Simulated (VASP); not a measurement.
# Rh (P6_3/mmc) in VASP: a series of runs

Runs on Rh. Level: PBE. Tasks: single point, relaxation of cell and atoms.

Program: VASP 6.6.1. These are calculated values, not measurements. Logs are shortened: lines on timing, memory, paths and dates and some standing lists are left out, and cuts for length are marked.

## 1. The cell of the first run

Symmetry: P6_3/mmc, No. 194, hexagonal system. The conventional cell has a = 2.726 Å, b = 2.726 Å, c = 4.381 Å, α = 90.00°, β = 90.00°, γ = 120.00°. Rh (site symmetry -6m2) has 12 Rh at 2.70 to 2.73 Å within 3.6 Å.

This isn't the form of Rh at room conditions, which is fcc.

## 2. Single point, PBE

INCAR reads:

```
ALGO     = Normal         # electronic algorithm
EDIFF    = 1E-6           # SCF threshold, eV
ENCUT    = 520            # plane-wave cutoff, eV
GGA      = PE             # functional
ISIF     = 2              # what is computed and relaxed
ISMEAR   = 0              # smearing method
LASPH    = T              # aspherical terms in the spheres
LCHARG   = F              # write CHGCAR
LREAL    = F              # projectors in reciprocal space
LWAVE    = F              # write WAVECAR
NBANDS   = 22             # bands
NELM     = 100            # most SCF steps
PREC     = Accurate       # precision mode
SIGMA    = 0.05           # smearing width, eV
```

KPOINTS reads:

```
k-points
0
Gamma
  18 18 10
```

POSCAR reads:

```
Rh
1.0
    2.7258206954      0.0000000000      0.0000000000
   -1.3629103477      2.3606299684      0.0000000000
    0.0000000000      0.0000000000      4.3807018545
Rh
2
Direct
    0.3333333333      0.6666666667      0.7500000000
    0.6666666667      0.3333333333      0.2500000000
```

Potentials or basis: VASP PAW PBE potentials, release 64 (Rh_pv).

The run is started by

```console
$ cat potpaw_PBE.64/Rh_pv/POTCAR > POTCAR
$ mpirun -np 1 vasp_std > vasp.out
```

OUTCAR:

```text
EDIFF = 1E-6
   ENCUT = 520
   GGA = PE
   ISIF = 2
   ISMEAR = 0
   LASPH = T
   LREAL = F
   NELM = 100
   PREC = Accurate

 ion  position               nearest neighbor table
   1  0.333  0.667  0.750-   2 2.70   2 2.70   2 2.70   2 2.70   2 2.70   2 2.70
   2  0.667  0.333  0.250-   1 2.70   1 2.70   1 2.70   1 2.70   1 2.70   1 2.70

  LATTYP: Found a hexagonal cell.
 ALAT       =     2.7258206954
 C/A-ratio  =     1.6071129924

  Lattice vectors:

 A1 = (   2.7258206954,   0.0000000000,   0.0000000000)
 A2 = (  -1.3629103477,   2.3606299684,   0.0000000000)
 A3 = (   0.0000000000,   0.0000000000,   4.3807018545)

Analysis of symmetry for initial positions (statically):
=====================================================================
 Subroutine PRICEL returns:
 Original cell was already a primitive cell.

 Routine SETGRP: Setting up the symmetry group for a
 hexagonal supercell.

 Subroutine GETGRP returns: Found 24 space group operations
 (whereof 12 operations were pure point group operations)
 out of a pool of 24 trial point group operations.

The static configuration has the point symmetry D_3d.
 The point group associated with its full space group is D_6h.

Analysis of symmetry for dynamics (positions and initial velocities):
=====================================================================
 Subroutine PRICEL returns:
 Original cell was already a primitive cell.

 Routine SETGRP: Setting up the symmetry group for a
 hexagonal supercell.

 Subroutine GETGRP returns: Found 24 space group operations
 (whereof 12 operations were pure point group operations)
 out of a pool of 24 trial point group operations.

The dynamic configuration has the point symmetry D_3d.
 The point group associated with its full space group is D_6h.

 Subroutine INISYM returns: Found 24 space group operations
 (whereof 12 operations are pure point group operations),
 and found     1 'primitive' translations

----------------------------------------------------------------------------------------

                                     Primitive cell

  volume of cell :      28.1883

  direct lattice vectors                    reciprocal lattice vectors
     2.725820695  0.000000000  0.000000000     0.366861988  0.211807868  0.000000000
    -1.362910348  2.360629968  0.000000000     0.000000000  0.423615735  0.000000000
     0.000000000  0.000000000  4.380701854     0.000000000  0.000000000  0.228273923

  length of vectors
     2.725820695  2.725820695  4.380701854     0.423615735  0.423615735  0.228273923

  position of ions in fractional coordinates (direct lattice)
     0.333333333  0.666666667  0.750000000
     0.666666667  0.333333333  0.250000000

  ion indices of the primitive-cell ions
   primitive index   ion index
                 1           1
                 2           2

----------------------------------------------------------------------------------------

 KPOINTS: k-points

Automatic generation of k-mesh.
 Grid dimensions read from file:
 generate k-points for:   18   18   10

 Generating k-lattice:

  Cartesian coordinates                     Fractional coordinates (reciprocal lattice)
     0.020381222  0.011767104  0.000000000     0.055555556  0.000000000  0.000000000
     0.000000000  0.023534208  0.000000000     0.000000000  0.055555556  0.000000000
     0.000000000  0.000000000  0.022827392     0.000000000  0.000000000  0.100000000

  Length of vectors
     0.023534208  0.023534208  0.022827392

  Shift w.r.t. Gamma in fractional coordinates (k-lattice)
     0.000000000  0.000000000  0.000000000

 Subroutine IBZKPT returns following result:
 ===========================================

 Found    222 irreducible k-points:

 Following reciprocal coordinates:
            Coordinates               Weight
  0.000000  0.000000  0.000000      1.000000
  0.055556  0.000000  0.000000      6.000000
  0.111111  0.000000  0.000000      6.000000
  0.166667 -0.000000  0.000000      6.000000
  0.222222 -0.000000  0.000000      6.000000
  0.277778  0.000000  0.000000      6.000000
[... 16 lines left out ...]
  0.333333  0.111111  0.000000     12.000000
  0.388889  0.111111  0.000000     12.000000
 [... further k-points ...]
   k-points           NKPTS =    222   k-points in BZ     NKDIM =    222   number of bands    NBANDS=     22
   number of dos      NEDOS =    301   number of ions     NIONS =      2
   total plane-waves  NPLWV =  14400
   dimension x,y,z NGX =    20 NGY =   20 NGZ =   36
   dimension x,y,z NGXF=    40 NGYF=   40 NGZF=   72
   ions per type =               2
   NGX,Y,Z   is equivalent  to a cutoff of  12.20, 12.20, 13.66 a.u.
   NGXF,Y,Z  is equivalent  to a cutoff of  24.40, 24.40, 27.32 a.u.
 SYSTEM =  unknown system
   PREC   = accura    normal or accurate (medium, high low for compatibility)
   ISTART =      0    job   : 0-new  1-cont  2-samecut
   ICHARG =      2    charge: 1-file 2-atom 10-const
   ISPIN  =      1    spin polarized calculation?
   LNONCOLLINEAR =      F non collinear calculations
   LSORBIT =      F    spin-orbit coupling
   LASPH  =      T    aspherical Exc in radial PAW
   ENCUT  =  520.0 eV  38.22 Ry    6.18 a.u.   5.07  5.07  8.15*2*pi/ulx,y,z
   NELM   =    100;   NELMIN=  2; NELMDL= -5     # of ELM steps
   EDIFF  = 0.1E-05   stopping-criterion for ELM
   LREAL  =      F    real-space projection
   EDIFFG = 0.1E-04   stopping-criterion for IOM
   NSW    =      0    number of steps for IOM
   IBRION =     -1    ionic relax: 0-MD 1-quasi-New 2-CG
   NFREE  =      0    steps in history (QN), initial steepest desc. (CG)
   ISIF   =      2    stress and relaxation
   ISYM   =      2    0-nonsym 1-usesym 2-fastsym
   POTIM  = 0.5000    time-step for ionic-motion
   TEBEG  =    0.0;   TEEND  =   0.0 temperature during run
   PSTRESS=    0.0 pullay stress
   NELECT =      30.0000    total number of electrons
   NUPDOWN=      -1.0000    fix difference up-down
   EMIN   =  10.00;   EMAX   =-10.00  energy-range for DOS
   EFERMI =   0.00;   METHOD = LEGACY
   ISMEAR =     0;   SIGMA  =   0.05  broadening in eV -4-tet -1-fermi 0-gaus
   EFERMI_NEDOS =   21; number of points for ismear=-14 and -15
   IALGO  =     38    algorithm
   IMIX   =      4    mixing-type and parameters
     AMIX     =   0.40;   BMIX     =  1.00
     AMIX_MAG =   1.60;   BMIX_MAG =  1.00
  volume/ion in A,a.u.               =      14.09        95.11
  Fermi-wavevector in a.u.,A,eV,Ry     =   1.671446  3.158574 38.011016  2.793731
  Thomas-Fermi vector in A             =   2.756767
   LORBIT       =      0    0 simple, 1 ext, 2 COOP (PROOUT), +10 PAW based schemes
   GGA     = PE    functional components
   LHFCALC =     F    Hartree Fock is set to
   AEXX    =    0.0000 exact exchange contribution
   IVDW    =     0    specifies the selected vdW correction
   LEPSILON=     F    determine dielectric tensor
   LRPA    =     F    only Hartree local field effects (RPA)
 non-spin polarized calculation
 Gauss-broadening in eV      SIGMA  =   0.05
  energy-cutoff  :      520.00
  volume of cell :       28.19
 maximum number of plane-waves:       780
   NGX = 11   NGY = 11   NGZ = 17

 number of electron      30.0000011 magnetization

 Free energy of the ion-electron system (eV)
  ---------------------------------------------------
  ext. energy  EPLUGINS =         0.00000000
  ---------------------------------------------------
  free energy    TOTEN  =       -14.44429803 eV

  energy without entropy =      -14.43971097  energy(sigma->0) =      -14.44200450

 E-fermi :  11.5602     XC(G=0): -13.8708

 val. band max:       11.5577206378   @ k =   0.2222   0.0556   0.4000
 cond. band min:      11.5628357804   @ k =   0.0556   0.0000   0.3000
 fundamental gap:      0.0051151426
 Fermi energy:        11.5602309369

 k-point     1 :       0.0000    0.0000    0.0000
  band No.  band energies     occupation
      1     -35.5804      2.00000
      2     -34.9606      2.00000
      3     -34.9606      2.00000
      4     -34.8820      2.00000
      5     -34.8582      2.00000
      6     -34.8582      2.00000
[... 14 lines left out ...]
     21      29.7371      0.00000
     22      30.2497      0.00000

 k-point     2 :       0.0556    0.0000    0.0000
  band No.  band energies     occupation
      1     -35.5738      2.00000
      2     -34.9752      2.00000
      3     -34.9654      2.00000
      4     -34.8849      2.00000
      5     -34.8735      2.00000
      6     -34.8605      2.00000
[... 14 lines left out ...]
     21      29.8556      0.00000
     22      30.3292      0.00000

 k-point     3 :       0.1111    0.0000    0.0000
  band No.  band energies     occupation
      1     -35.5544      2.00000
      2     -35.0175      2.00000
      3     -34.9792      2.00000
      4     -34.9173      2.00000
      5     -34.8935      2.00000
      6     -34.8672      2.00000
[... 14 lines left out ...]
     21      30.1669      0.00000
     22      30.2579      0.00000

 k-point     4 :       0.1667   -0.0000    0.0000
  band No.  band energies     occupation
      1     -35.5233      2.00000
      2     -35.0822      2.00000
      3     -34.9999      2.00000
      4     -34.9834      2.00000
      5     -34.9079      2.00000
      6     -34.8779      2.00000
[... 14 lines left out ...]
     21      30.0212      0.00000
     22      30.3497      0.00000

 k-point     5 :       0.2222   -0.0000    0.0000
  band No.  band energies     occupation
      1     -35.4827      2.00000
      2     -35.1618      2.00000
      3     -35.0632      2.00000
      4     -35.0247      2.00000
      5     -34.9282      2.00000
      6     -34.8915      2.00000
[... 14 lines left out ...]
     21      28.9145      0.00000
     22      29.3863      0.00000

 k-point     6 :       0.2778    0.0000    0.0000
  band No.  band energies     occupation
      1     -35.4353      2.00000
      2     -35.2467      2.00000
      3     -35.1464      2.00000
      4     -35.0505      2.00000
      5     -34.9539      2.00000
      6     -34.9065      2.00000
[... 14 lines left out ...]
     21      27.5519      0.00000
     22      28.3119      0.00000

 k-point     7 :       0.3333   -0.0000    0.0000
  band No.  band energies     occupation
      1     -35.3847      2.00000
      2     -35.3265      2.00000
      3     -35.2232      2.00000
      4     -35.0743      2.00000
      5     -34.9840      2.00000
      6     -34.9208      2.00000
[... 324 lines left out ...]
      6     -34.9153      2.00000
[... 14 lines left out ...]
     21      26.7750      0.00000
     22      29.2506      0.00000

 k-point    21 :       0.2222    0.1111    0.0000
  band No.  band energies     occupation
      1     -35.4197      2.00000
      2     -35.2444      2.00000
      3     -35.1844      2.00000
      4     -35.0504      2.00000
      5     -34.9628      2.00000
      6     -34.9355      2.00000
[... 14 lines left out ...]
     21      25.7533      0.00000
     22      28.3211      0.00000

 k-point    22 :       0.2778    0.1111    0.0000
  band No.  band energies     occupation
      1     -35.3701      2.00000
      2     -35.3182      2.00000
      3     -35.2392      2.00000
      4     -35.0867      2.00000
      5     -34.9931      2.00000
      6     -34.9539      2.00000
[... 14 lines left out ...]
     21      24.7418      0.00000
     22      27.5102      0.00000

 k-point    23 :       0.3333    0.1111    0.0000
  band No.  band energies     occupation
      1     -35.3787      2.00000
      2     -35.3219      2.00000
      3     -35.2833      2.00000
      4     -35.1159      2.00000
      5     -35.0257      2.00000
      6     -34.9686      2.00000
[... 14 lines left out ...]
     21      23.8623      0.00000
     22      26.8009      0.00000

 k-point    24 :       0.3889    0.1111    0.0000
  band No.  band energies     occupation
      1     -35.4182      2.00000
      2     -35.3120      2.00000
      3     -35.2830      2.00000
      4     -35.1347      2.00000
      5     -35.0543      2.00000
      6     -34.9782      2.00000
[... 14 lines left out ...]
     21      23.2483      0.00000
     22      26.1989      0.00000

 [... further k-points ...]

------------------------ aborting loop because EDIFF is reached ----------------------------------------

  FORCE on cell =-STRESS in cart. coord.  units (eV):
  Direction    XX          YY          ZZ          XY          YZ          ZX
  --------------------------------------------------------------------------------------
  -------------------------------------------------------------------------------------
  Total       -0.0101912     -0.0101912     -0.0026846      0.0000000     -0.0000000      0.0000000
  in kB       -0.5792498     -0.5792498     -0.1525908      0.0000000     -0.0000000      0.0000000
  external PRESSURE =      -0.4370301 kB  Pullay stress =       0.0000000 kB

 VOLUME and BASIS-vectors are now :
 -----------------------------------------------------------------------------
  energy-cutoff  :      520.00
  volume of cell :       28.19
      direct lattice vectors                 reciprocal lattice vectors
     2.725820695  0.000000000  0.000000000     0.366861988  0.211807868  0.000000000
    -1.362910348  2.360629968  0.000000000     0.000000000  0.423615735  0.000000000
     0.000000000  0.000000000  4.380701854     0.000000000  0.000000000  0.228273923

 POSITION                                       TOTAL-FORCE (eV/Angst)
 -----------------------------------------------------------------------------------
     -0.00000      1.57375      3.28553         0.000000      0.000000      0.000000
      1.36291      0.78688      1.09518        -0.000000     -0.000000      0.000000
 -----------------------------------------------------------------------------------
    total drift:                               -0.000000      0.000000     -0.000000

  FREE ENERGIE OF THE ION-ELECTRON SYSTEM (eV)
  ---------------------------------------------------
  free  energy   TOTEN  =       -14.4442980268 eV

  energy  without entropy=      -14.4397109661  energy(sigma->0) =      -14.44200450
```

Run time: 37 s. Hardware: 1 thread of Intel Xeon 6975P-C (Granite Rapids), shared host; peak memory 0.22 GiB.

What came out:

```yaml
Free_energy: -14.4443 eV
Pressure: 0.0 GPa
Band_gap_on_the_k_mesh: zero (bands 15 and 16 overlap by 2.32 eV)
```

## 3. Relaxation of cell and atoms, PBE

This run uses another cell than the first one, of 13.72 Å³/atom.

INCAR reads:

```
SYSTEM = Rh
ALGO = Normal ; EDIFF = 1E-7
EDIFFG = -0.01 ; ENCUT = 600
GGA = PE ; IBRION = 2
ISIF = 3 ; ISMEAR = 0
LASPH = .TRUE. ; LCHARG = .FALSE.
LREAL = .FALSE. ; LWAVE = .FALSE.
NELM = 60 ; NSW = 80
PREC = Accurate ; SIGMA = 0.05
```

KPOINTS reads:

```
k-points
0
G
  18 18 10
  0 0 0
```

POSCAR reads:

```
Rh
1.0
    2.6868192162      0.0000000000      0.0000000000
   -1.3434096081      2.3268536966      0.0000000000
    0.0000000000      0.0000000000      4.3884713865
Rh
2
Direct
    0.3333333333      0.6666666667      0.7500000000
    0.6666666667      0.3333333333      0.2500000000
```

Potentials or basis: VASP PAW PBE potentials, release 64 (Rh_pv).

The run is started by

```console
$ cat potpaw_PBE.64/Rh_pv/POTCAR > POTCAR
$ mpirun -np 1 vasp_std > vasp.out
```

It took 2.4 min on 1 thread of Intel Xeon 6975P-C (Granite Rapids), shared host; peak memory 0.25 GiB.

Results (log left out):

```
Free energy                           : -14.4435 eV
Relaxed volume                        : 14.09 Å³/atom
Relaxed cell                          : a = 2.725 Å, b = 2.725 Å, c = 4.380 Å, α = 90.00°, β = 90.00°, γ = 120.00°
Space group after relaxing (to 0.1 Å) : P6_3/mmc (No. 194)
Energy gained by relaxing             : 10.0 meV/atom
Ionic steps                           : 6
Pressure after relaxing               : 0.0 GPa
Band gap on the k mesh                : zero (bands 15 and 16 overlap by 2.32 eV)
```

Step by step:
```tsv
step	energy change (eV)	largest force (eV/Å)	pressure (GPa)	volume (Å³)
1	0.0000	0.0000	7.29	27.44
2	0.0617	0.0000	-13.53	29.99
3	-0.0181	0.0000	-0.47	28.23
4	-0.0181	0.0000	-0.30	28.21
5	-0.0199	0.0000	-0.01	28.18
6	-0.0199	0.0000	0.02	28.17
```

Final structure:
```
CELL_PARAMETERS angstrom
2.72523 0.00000 0.00000
-1.36261 2.36012 0.00000
0.00000 0.00000 4.38048
ATOMIC_POSITIONS crystal
Rh 0.33333 0.66667 0.75000
Rh 0.66667 0.33333 0.25000
```

Levels at points of the mesh, in eV from the Fermi level:
| k point | band 12 | band 13 | band 14 | band 15 | band 16 | band 17 | band 18 | band 19 |
| --- | --- | --- | --- | --- | --- | --- | --- | --- |
| (0.00, 0.00, 0.00) | -2.42 | -2.42 | -1.90 | -1.90 | 0.11 | 0.11 | 0.80 | 8.47 |
| (0.50, 0.00, 0.00) | -2.15 | -2.12 | 0.37 | 0.60 | 0.67 | 2.93 | 4.99 | 10.18 |
| (0.00, 0.00, 0.50) | -3.06 | -3.06 | -3.06 | -0.44 | -0.44 | -0.44 | -0.44 | 14.79 |
| (0.50, 0.00, 0.50) | -1.65 | -0.31 | -0.31 | 0.55 | 0.55 | 2.62 | 2.62 | 9.08 |
